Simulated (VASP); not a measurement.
# Sc (P6_3/mmc) in VASP: further runs

Sc is run at these levels: PBE; tasks: relaxation of shape and atoms at fixed volume, single point, relaxation of cell and atoms.

All numbers are computed with VASP 6.6.1; they aren't measurements. Logs are shortened: lines on timing, memory, paths and dates and some standing lists are left out, and cuts for length are marked.

## (1) The cell of the first run

It takes space group P6_3/mmc (No. 194, hexagonal). The conventional cell has a = 3.352 Å, b = 3.352 Å, c = 5.214 Å, α = 90.00°, β = 90.00°, γ = 120.00°. Within 4.3 Å of Sc (site symmetry -6m2) lie 12 Sc at 3.25 to 3.35 Å.

## (2) Relaxation of shape and atoms at fixed volume, PBE (25.37 Å³/atom)

Contents of INCAR:

```
SYSTEM = Sc
ALGO = Fast ; EDIFF = 1E-6
EDIFFG = -0.01 ; ENCUT = 600
GGA = PE ; IBRION = 2
ISIF = 4 ; ISMEAR = 0
LASPH = .TRUE. ; LCHARG = .FALSE.
LREAL = .FALSE. ; LWAVE = .FALSE.
NELM = 60 ; NSW = 50
PREC = Accurate ; SIGMA = 0.1
```

Contents of KPOINTS:

```
k-points
0
G
  15 15 8
  0 0 0
```

Contents of POSCAR:

```
Sc
1.0
    3.3523445011      0.0000000000      0.0000000000
   -1.6761722506      2.9032155002      0.0000000000
    0.0000000000      0.0000000000      5.2137666720
Sc
2
Direct
    0.3333333333      0.6666666667      0.2500000000
    0.6666666667      0.3333333333      0.7500000000
```

Potentials or basis: VASP PAW PBE potentials, release 64 (Sc_sv).

The run is started by

```
cat potpaw_PBE.64/Sc_sv/POTCAR > POTCAR
mpirun -np 1 vasp_std > vasp.out
```

OUTCAR:

```text
SYSTEM = Sc
   EDIFF = 1E-6
   EDIFFG = -0.01
   ENCUT = 600
   GGA = PE
   IBRION = 2
   ISIF = 4
   ISMEAR = 0
   LASPH = .TRUE.
   LREAL = .FALSE.
   NELM = 60
   NSW = 50
   PREC = Accurate

 ion  position               nearest neighbor table
   1  0.333  0.667  0.250-   2 3.25   2 3.25   2 3.25   2 3.25   2 3.25   2 3.25
   2  0.667  0.333  0.750-   1 3.25   1 3.25   1 3.25   1 3.25   1 3.25   1 3.25

  LATTYP: Found a hexagonal cell.
 ALAT       =     3.3523445011
 C/A-ratio  =     1.5552598100

  Lattice vectors:

 A1 = (   3.3523445011,   0.0000000000,   0.0000000000)
 A2 = (  -1.6761722506,   2.9032155002,   0.0000000000)
 A3 = (   0.0000000000,   0.0000000000,   5.2137666720)

Analysis of symmetry for initial positions (statically):
=====================================================================
 Subroutine PRICEL returns:
 Original cell was already a primitive cell.

 Routine SETGRP: Setting up the symmetry group for a
 hexagonal supercell.

 Subroutine GETGRP returns: Found 24 space group operations
 (whereof 12 operations were pure point group operations)
 out of a pool of 24 trial point group operations.

The static configuration has the point symmetry D_3d.
 The point group associated with its full space group is D_6h.

Analysis of symmetry for dynamics (positions and initial velocities):
=====================================================================
 Subroutine PRICEL returns:
 Original cell was already a primitive cell.

 Routine SETGRP: Setting up the symmetry group for a
 hexagonal supercell.

 Subroutine GETGRP returns: Found 24 space group operations
 (whereof 12 operations were pure point group operations)
 out of a pool of 24 trial point group operations.

The dynamic configuration has the point symmetry D_3d.
 The point group associated with its full space group is D_6h.

 Subroutine INISYM returns: Found 24 space group operations
 (whereof 12 operations are pure point group operations),
 and found     1 'primitive' translations

----------------------------------------------------------------------------------------

                                     Primitive cell

  volume of cell :      50.7434

  direct lattice vectors                    reciprocal lattice vectors
     3.352344501  0.000000000  0.000000000     0.298298698  0.172222834  0.000000000
    -1.676172251  2.903215500  0.000000000     0.000000000  0.344445667  0.000000000
     0.000000000  0.000000000  5.213766672     0.000000000  0.000000000  0.191799914

  length of vectors
     3.352344501  3.352344501  5.213766672     0.344445667  0.344445667  0.191799914

  position of ions in fractional coordinates (direct lattice)
     0.333333333  0.666666667  0.250000000
     0.666666667  0.333333333  0.750000000

  ion indices of the primitive-cell ions
   primitive index   ion index
                 1           1
                 2           2

----------------------------------------------------------------------------------------

 KPOINTS: k-points

Automatic generation of k-mesh.
 Grid dimensions read from file:
 generate k-points for:   15   15    8

 Generating k-lattice:

  Cartesian coordinates                     Fractional coordinates (reciprocal lattice)
     0.019886580  0.011481522  0.000000000     0.066666667  0.000000000  0.000000000
     0.000000000  0.022963044  0.000000000     0.000000000  0.066666667  0.000000000
     0.000000000  0.000000000  0.023974989     0.000000000  0.000000000  0.125000000

  Length of vectors
     0.022963044  0.022963044  0.023974989

  Shift w.r.t. Gamma in fractional coordinates (k-lattice)
     0.000000000  0.000000000  0.000000000

 Subroutine IBZKPT returns following result:
 ===========================================

 Found    135 irreducible k-points:

 Following reciprocal coordinates:
            Coordinates               Weight
  0.000000  0.000000  0.000000      1.000000
  0.066667  0.000000  0.000000      6.000000
  0.133333  0.000000  0.000000      6.000000
  0.200000  0.000000  0.000000      6.000000
  0.266667  0.000000  0.000000      6.000000
  0.333333  0.000000  0.000000      6.000000
[... 16 lines left out ...]
  0.333333  0.200000  0.000000     12.000000
  0.400000  0.200000  0.000000      6.000000
 [... further k-points ...]
   k-points           NKPTS =    135   k-points in BZ     NKDIM =    135   number of bands    NBANDS=     15
   number of dos      NEDOS =    301   number of ions     NIONS =      2
   total plane-waves  NPLWV =  32928
   dimension x,y,z NGX =    28 NGY =   28 NGZ =   42
   dimension x,y,z NGXF=    56 NGYF=   56 NGZF=   84
   ions per type =               2
   NGX,Y,Z   is equivalent  to a cutoff of  13.89, 13.89, 13.39 a.u.
   NGXF,Y,Z  is equivalent  to a cutoff of  27.77, 27.77, 26.78 a.u.
 SYSTEM =  Sc
   PREC   = accura    normal or accurate (medium, high low for compatibility)
   ISTART =      0    job   : 0-new  1-cont  2-samecut
   ICHARG =      2    charge: 1-file 2-atom 10-const
   ISPIN  =      1    spin polarized calculation?
   LNONCOLLINEAR =      F non collinear calculations
   LSORBIT =      F    spin-orbit coupling
   LASPH  =      T    aspherical Exc in radial PAW
   ENCUT  =  600.0 eV  44.10 Ry    6.64 a.u.   6.70  6.70 10.41*2*pi/ulx,y,z
   NELM   =     60;   NELMIN=  2; NELMDL= -5     # of ELM steps
   EDIFF  = 0.1E-05   stopping-criterion for ELM
   LREAL  =      F    real-space projection
   EDIFFG = -.1E-01   stopping-criterion for IOM
   NSW    =     50    number of steps for IOM
   IBRION =      2    ionic relax: 0-MD 1-quasi-New 2-CG
   NFREE  =      1    steps in history (QN), initial steepest desc. (CG)
   ISIF   =      4    stress and relaxation
   ISYM   =      2    0-nonsym 1-usesym 2-fastsym
   POTIM  = 0.5000    time-step for ionic-motion
   TEBEG  =    0.0;   TEEND  =   0.0 temperature during run
   PSTRESS=    0.0 pullay stress
   NELECT =      22.0000    total number of electrons
   NUPDOWN=      -1.0000    fix difference up-down
   EMIN   =  10.00;   EMAX   =-10.00  energy-range for DOS
   EFERMI =   0.00;   METHOD = LEGACY
   ISMEAR =     0;   SIGMA  =   0.10  broadening in eV -4-tet -1-fermi 0-gaus
   EFERMI_NEDOS =   21; number of points for ismear=-14 and -15
   IALGO  =     68    algorithm
   IMIX   =      4    mixing-type and parameters
     AMIX     =   0.40;   BMIX     =  1.00
     AMIX_MAG =   1.60;   BMIX_MAG =  1.00
  volume/ion in A,a.u.               =      25.37       171.22
  Fermi-wavevector in a.u.,A,eV,Ry     =   1.239051  2.341467 20.888313  1.535248
  Thomas-Fermi vector in A             =   2.373551
   LORBIT       =      0    0 simple, 1 ext, 2 COOP (PROOUT), +10 PAW based schemes
   GGA     = PE    functional components
   LHFCALC =     F    Hartree Fock is set to
   AEXX    =    0.0000 exact exchange contribution
   IVDW    =     0    specifies the selected vdW correction
   LEPSILON=     F    determine dielectric tensor
   LRPA    =     F    only Hartree local field effects (RPA)
 conjugate gradient relaxation of ions
 non-spin polarized calculation
 RMM-DIIS sequential band-by-band and
 Gauss-broadening in eV      SIGMA  =   0.10
  energy-cutoff  :      600.00
  volume of cell :       50.74
 maximum number of plane-waves:      1731
 NGX is ok and might be reduce to    28
   NGX = 13   NGY = 13   NGZ = 21

 number of electron      22.0000001 magnetization

 Free energy of the ion-electron system (eV)
  ---------------------------------------------------
  ext. energy  EPLUGINS =         0.00000000
  ---------------------------------------------------
  free energy    TOTEN  =       -12.50221604 eV

  energy without entropy =      -12.48038461  energy(sigma->0) =      -12.49130032

 E-fermi :   3.5109     XC(G=0):  -9.7619

 val. band max:        3.5097110542   @ k =   0.2667   0.2000   0.3750
 cond. band min:       3.5119373458   @ k =   0.4000   0.2000   0.3750
 fundamental gap:      0.0022262916
 Fermi energy:         3.5109410154

 k-point     1 :       0.0000    0.0000    0.0000
  band No.  band energies     occupation
      1     -45.9821      2.00000
      2     -45.9191      2.00000
      3     -24.7874      2.00000
      4     -24.4808      2.00000
      5     -24.4808      2.00000
      6     -24.4196      2.00000
      7     -24.4196      2.00000
      8     -24.3919      2.00000
      9      -1.5612      2.00000
     10       1.9193      2.00000
     11       4.0731      0.00000
     12       5.0643      0.00000
     13       5.0648      0.00000
     14       5.3275      0.00000
     15       5.4969      0.00000

 k-point     2 :       0.0667    0.0000    0.0000
  band No.  band energies     occupation
      1     -45.9803      2.00000
      2     -45.9185      2.00000
      3     -24.7821      2.00000
      4     -24.4907      2.00000
      5     -24.4843      2.00000
      6     -24.4300      2.00000
      7     -24.4208      2.00000
      8     -24.3945      2.00000
      9      -1.4670      2.00000
     10       1.9977      2.00000
     11       3.9917      0.00000
     12       4.8871      0.00000
     13       5.1315      0.00000
     14       5.4284      0.00000
     15       5.4903      0.00000

 k-point     3 :       0.1333    0.0000    0.0000
  band No.  band energies     occupation
      1     -45.9750      2.00000
      2     -45.9169      2.00000
      3     -24.7668      2.00000
      4     -24.5187      2.00000
      5     -24.4939      2.00000
      6     -24.4593      2.00000
      7     -24.4246      2.00000
      8     -24.4020      2.00000
      9      -1.1897      2.00000
     10       2.2174      2.00000
     11       3.7866      0.00010
     12       4.5685      0.00000
     13       5.2755      0.00000
     14       5.3318      0.00000
     15       5.5233      0.00000
[... 343 lines left out ...]
 k-point    23 :       0.3333    0.2000    0.0000
  band No.  band energies     occupation
      1     -45.9298      2.00000
      2     -45.9129      2.00000
      3     -24.6839      2.00000
      4     -24.6293      2.00000
      5     -24.6093      2.00000
      6     -24.5809      2.00000
      7     -24.5039      2.00000
      8     -24.5027      2.00000
      9       1.9564      2.00000
     10       2.9441      2.00000
     11       3.0139      2.00000
     12       3.1049      2.00000
     13       4.5441      0.00000
     14       4.7498      0.00000
     15       5.3653      0.00000

 k-point    24 :       0.4000    0.2000    0.0000
  band No.  band energies     occupation
      1     -45.9268      2.00000
      2     -45.9140      2.00000
      3     -24.6917      2.00000
      4     -24.6247      2.00000
      5     -24.5952      2.00000
      6     -24.5938      2.00000
      7     -24.5158      2.00000
      8     -24.5063      2.00000
      9       2.3271      2.00000
     10       2.7515      2.00000
     11       3.0005      2.00000
     12       3.0511      2.00000
     13       4.5789      0.00000
     14       4.6414      0.00000
     15       5.4536      0.00000

 [... further k-points ...]
[... 5 lines left out ...]
  --------------------------------------------------------------------------------------
  -------------------------------------------------------------------------------------
  Total       -0.4680236     -0.4680236     -0.4410977      0.0000000      0.0000000     -0.0000000
  in kB      -14.7774279    -14.7774279    -13.9272665      0.0000000      0.0000000     -0.0000000
  external PRESSURE =     -14.4940408 kB  Pullay stress =       0.0000000 kB

 VOLUME and BASIS-vectors are now :
 -----------------------------------------------------------------------------
  energy-cutoff  :      600.00
  volume of cell :       50.74
      direct lattice vectors                 reciprocal lattice vectors
     3.352344501  0.000000000  0.000000000     0.298298698  0.172222834  0.000000000
    -1.676172251  2.903215500  0.000000000     0.000000000  0.344445667  0.000000000
     0.000000000  0.000000000  5.213766672     0.000000000  0.000000000  0.191799914

 POSITION                                       TOTAL-FORCE (eV/Angst)
 -----------------------------------------------------------------------------------
     -0.00000      1.93548      1.30344         0.000000     -0.000000      0.000000
      1.67617      0.96774      3.91033        -0.000000      0.000000      0.000000
 -----------------------------------------------------------------------------------
    total drift:                                0.000000     -0.000000      0.000000

  FREE ENERGIE OF THE ION-ELECTRON SYSTEM (eV)
  ---------------------------------------------------
  free  energy   TOTEN  =       -12.5022160396 eV

  energy  without entropy=      -12.4803846083  energy(sigma->0) =      -12.49130032

 reached required accuracy - stopping structural energy minimisation
```

Run time: 80 s. Hardware: 1 thread of AMD EPYC 9R45 (Zen 5), shared host; peak memory 0.22 GiB.

Results:

* Free energy: -12.5022 eV
* Pressure after relaxing: -1.4 GPa
* Band gap on the k mesh: zero (bands 11 and 12 overlap by 1.43 eV)

Final structure:
```yaml
crystal:
  lattice:
    - [3.35234, 0.00000, 0.00000]
    - [-1.67617, 2.90322, 0.00000]
    - [0.00000, 0.00000, 5.21377]
  atoms:
    - { symbol: Sc, position: [0.33333, 0.66667, 0.25000] }
    - { symbol: Sc, position: [0.66667, 0.33333, 0.75000] }
```

(Part 1 of 2 ends here.)
